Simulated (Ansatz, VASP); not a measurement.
CdSe in VASP and in Ansatz

```
Cd Se
1.0
     4.20760    0.00000    0.00000
    -2.10380    3.64389    0.00000
     0.00000    0.00000    6.87292
Cd Se
2 2
Direct
  0.33333 0.66667 0.00484
  0.66667 0.33333 0.50484
  0.33333 0.66667 0.38016
  0.66667 0.33333 0.88016
```

Alike in both runs: task single point; functional PBEsol; k mesh 6 × 6 × 4; occupations fermi-dirac, width 0.01 eV; non-collinear spin, spin-orbit coupling.

|  | VASP | Ansatz |
| --- | --- | --- |
| version | VASP 6.6.1 | Ansatz 0.2.0 |
| potentials or method | VASP PAW PBE potentials, release 64 (Cd, Se), cutoff 520 eV | all-electron LAPW |

Ansatz gave:

* pressure (GPa): 4.0
* net moment per atom (μB): 0.00

What did VASP give for the same quantities?

Pressure (GPa): 4.4; net moment per atom (μB): 0.00.

VASP's potentials were made for PBE, not for PBEsol. Ansatz ran all-electron here, and VASP with PAW potentials.
